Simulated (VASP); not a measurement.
# Ni in VASP: further runs, part 2 of 2

VASP 6.6.1. Earlier steps stand in the parts before.

## Step 3: Single point, PBE, collinear spin, ferromagnetic start

This run uses another cell than the first one.

Input file INCAR:

```
SYSTEM = Ni
ALGO = Normal ; DIPOL = 0.5 0.5 0.500
EDIFF = 1E-7 ; ENCUT = 520
GGA = PE ; IDIPOL = 3
ISIF = 2 ; ISMEAR = -1
ISPIN = 2 ; LASPH = .TRUE.
LCHARG = .FALSE. ; LDIPOL = .TRUE.
LMAXMIX = 4 ; LORBIT = 11
LREAL = .FALSE. ; LWAVE = .FALSE.
MAGMOM = 1 ; NBANDS = 15
NELM = 150 ; PREC = Accurate
SIGMA = 0.1
```

Input file KPOINTS:

```
k-points
0
G
  16 16 1
  0 0 0
```

Input file POSCAR:

```
Ni
1.0
    2.4893873964      0.0000000000      0.0000000000
    0.0000000000      2.4893873964      0.0000000000
    0.0000000000      0.0000000000     16.0000000000
Ni
1
Direct
    0.0000000000      0.0000000000      0.5000000000
```

Potentials or basis: VASP PAW PBE potentials, release 64 (Ni).

Command:

```
$ cat potpaw_PBE.64/Ni/POTCAR > POTCAR
$ mpirun -np 1 vasp_std > vasp.out
```

OUTCAR:

```text
SYSTEM = Ni
   EDIFF = 1E-7
   ENCUT = 520
   GGA = PE
   ISIF = 2
   ISMEAR = -1
   ISPIN = 2
   LASPH = .TRUE.
   LORBIT = 11
   LREAL = .FALSE.
   NELM = 150
   PREC = Accurate

 ion  position               nearest neighbor table
   1  0.000  0.000  0.500-

  LATTYP: Found a simple tetragonal cell.
 ALAT       =     2.4893873964
 C/A-ratio  =     6.4272840873

  Lattice vectors:

 A1 = (   2.4893873964,   0.0000000000,   0.0000000000)
 A2 = (   0.0000000000,   2.4893873964,   0.0000000000)
 A3 = (   0.0000000000,   0.0000000000,  16.0000000000)

Analysis of symmetry for initial positions (statically):
=====================================================================
 Subroutine PRICEL returns:
 Original cell was already a primitive cell.

 Routine SETGRP: Setting up the symmetry group for a
 simple tetragonal supercell.

 Subroutine GETGRP returns: Found 16 space group operations
 (whereof 16 operations were pure point group operations)
 out of a pool of 16 trial point group operations.

The static configuration has the point symmetry D_4h.

Analysis of symmetry for dynamics (positions and initial velocities):
=====================================================================
 Subroutine PRICEL returns:
 Original cell was already a primitive cell.

 Routine SETGRP: Setting up the symmetry group for a
 simple tetragonal supercell.

 Subroutine GETGRP returns: Found 16 space group operations
 (whereof 16 operations were pure point group operations)
 out of a pool of 16 trial point group operations.

The dynamic configuration has the point symmetry D_4h.

Analysis of structural, dynamic, and magnetic symmetry:
=====================================================================
 Subroutine PRICEL returns:
 Original cell was already a primitive cell.

 Routine SETGRP: Setting up the symmetry group for a
[... 172 lines left out ...]
      6      -4.2961      0.99983
      7      -2.1676      0.00000
      8       1.2970      0.00000
      9       2.1146      0.00000
     10       2.4141      0.00000
     11       4.6169      0.00000
     12       5.1242      0.00000
     13       8.5547      0.00000
     14       9.1014      0.00000
[... 403 lines left out ...]
      4      -4.4765      0.99997
      5      -4.3692      0.99992
      6      -1.3196      0.00000
      7       0.5477      0.00000
      8       3.9224      0.00000
      9       5.9799      0.00000
     10       7.5385      0.00000
     11       7.7289      0.00000
     12       8.5284      0.00000
     13       8.6898      0.00000
     14       8.8496      0.00000
     15       8.8665      0.00000

 [... further k-points ...]

 spin component 2

 k-point     1 :       0.0000    0.0000    0.0000
  band No.  band energies     occupation
      1      -8.1386      1.00000
      2      -5.6150      1.00000
      3      -4.4004      0.99994
      4      -3.2260      0.11904
      5      -3.2260      0.11904
      6      -3.0183      0.01666
      7      -2.1837      0.00000
      8       1.2654      0.00000
      9       2.0573      0.00000
     10       2.4084      0.00000
     11       4.5846      0.00000
     12       5.1134      0.00000
     13       8.5286      0.00000
     14       9.0825      0.00000
[... 403 lines left out ...]
      4      -3.6690      0.91895
      5      -3.3185      0.25418
      6      -1.1943      0.00000
      7       0.9228      0.00000
      8       3.9821      0.00000
      9       6.0196      0.00000
     10       7.4814      0.00000
     11       7.6951      0.00000
     12       8.4798      0.00000
     13       8.6637      0.00000
     14       8.8264      0.00000
     15       8.8429      0.00000

 [... further k-points ...]

------------------------ aborting loop because EDIFF is reached ----------------------------------------

 vacuum level on the upper side and lower side of the slab       (xc-potential included)        -0.091        -0.091

  FORCE on cell =-STRESS in cart. coord.  units (eV):
  Direction    XX          YY          ZZ          XY          YZ          ZX
  --------------------------------------------------------------------------------------
  -------------------------------------------------------------------------------------
  Total       -2.2576080     -2.2576080      0.0003717      0.0000000      0.0000000     -0.0000000
  in kB      -36.4799434    -36.4799434      0.0060066      0.0000000      0.0000000     -0.0000000
  external PRESSURE =     -24.3179601 kB  Pullay stress =       0.0000000 kB

 VOLUME and BASIS-vectors are now :
 -----------------------------------------------------------------------------
  energy-cutoff  :      520.00
  volume of cell :       99.15
      direct lattice vectors                 reciprocal lattice vectors
     2.489387396  0.000000000  0.000000000     0.401705255  0.000000000  0.000000000
     0.000000000  2.489387396  0.000000000     0.000000000  0.401705255  0.000000000
     0.000000000  0.000000000 16.000000000     0.000000000  0.000000000  0.062500000

 POSITION                                       TOTAL-FORCE (eV/Angst)
 -----------------------------------------------------------------------------------
      0.00000      0.00000      8.00000         0.000000      0.000000      0.000000
 -----------------------------------------------------------------------------------
    total drift:                               -0.000000      0.000000      0.000000

  FREE ENERGIE OF THE ION-ELECTRON SYSTEM (eV)
  ---------------------------------------------------
  free  energy   TOTEN  =        -3.7427986240 eV

  energy  without entropy=       -3.6509027830  energy(sigma->0) =       -3.69685070

 vacuum level on the upper side and lower side of the slab         1.714         1.714

 total charge

# of ion       s       p       d       tot
------------------------------------------
    1        0.459   0.183   8.272   8.914

 magnetization (x)

# of ion       s       p       d       tot
------------------------------------------
    1        0.007  -0.007   0.988   0.988
```

stdout:

```text
POSCAR found type information on POSCAR Ni
 POSCAR found :  1 types and       1 ions
 scaLAPACK will be used
 LDA part: xc-table for (Slater+PW92), standard interpolation
 POSCAR, INCAR and KPOINTS ok, starting setup
 FFT: planning ... GRIDC
 FFT: planning ... GRID_SOFT
 FFT: planning ... GRID
 WAVECAR not read
 entering main loop
```

Run time: 5.3 min. Hardware: 1 thread of Intel Xeon 8259CL, shared host; peak memory 0.3 GiB.

Results:

| Quantity | Value |
| --- | --- |
| Free energy | -3.7428 eV |
| Net moment | 0.96 μB per cell |
| Site moments | Ni +0.99 μB |
| Valence electrons inside the program's atomic spheres | Ni 8.91 |

Levels at points of the mesh, in eV from the Fermi level:
Spin up:
| k point | band 2 | band 3 | band 4 | band 5 | band 6 | band 7 | band 8 | band 9 |
| --- | --- | --- | --- | --- | --- | --- | --- | --- |
| (0.00, 0.00, 0.00) | -2.92 | -1.57 | -0.97 | -0.97 | -0.87 | 1.26 | 4.72 | 5.54 |
| (0.50, 0.00, 0.00) | -2.31 | -1.56 | -0.98 | -0.87 | 1.42 | 3.80 | 6.86 | 9.08 |
| (0.50, 0.50, 0.00) | -1.92 | -1.92 | -0.77 | -0.14 | 6.76 | 6.76 | 10.85 | 11.40 |
Spin down:
| k point | band 2 | band 3 | band 4 | band 5 | band 6 | band 7 |
| --- | --- | --- | --- | --- | --- | --- |
| (0.00, 0.00, 0.00) | -2.19 | -0.97 | 0.20 | 0.20 | 0.41 | 1.24 |
| (0.50, 0.00, 0.00) | -1.33 | -0.35 | -0.29 | 0.31 | 1.41 | 4.20 |
| (0.50, 0.50, 0.00) | -0.85 | -0.85 | -0.03 | 0.76 | 6.85 | 6.85 |
